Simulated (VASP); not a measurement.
Crystal: SrTiO3.

```xyz
5
Lattice="4.0241 0.0000 0.0000 0.0000 4.0241 0.0000 0.0000 0.0000 4.0241" Properties=species:S:1:pos:R:3 pbc="T T T"
Sr    0.0000    0.0000    0.0000
Ti    2.0120    2.0120    2.0120
O     2.0120    2.0120    0.0000
O     2.0120    0.0000    2.0120
O     0.0000    2.0120    2.0120
```

This cell differs from its parent crystal: strain +3.0%.

Base run:

* Program: VASP 6.6.1
* Functional: PBE
* Potentials or basis: VASP PAW PBE potentials, release 64 (Sr_sv, Ti_sv, O)
* Cutoff: 520 eV
* k mesh: 6 × 6 × 6
* Occupations: fermi-dirac, width 0.02 eV
* Spin: no spin polarisation

Its results: band gap on the k mesh 1.68 eV (least direct gap 2.08 eV); pressure -9.2 GPa.

Task: The run is repeated on the same cell with these changes: functional from PBE to r2SCAN; occupations from fermi-dirac, width 0.02 eV to gaussian, width 0.01 eV. What comes out?

Result: Band gap on the k mesh 2.07 eV (least direct gap 2.49 eV); pressure -13.2 GPa.

Caveats: the cell stands under tension; the PAW data sets were made with another functional, which shifts forces and pressure a little (at least some runs).

A k mesh can miss the band edges.
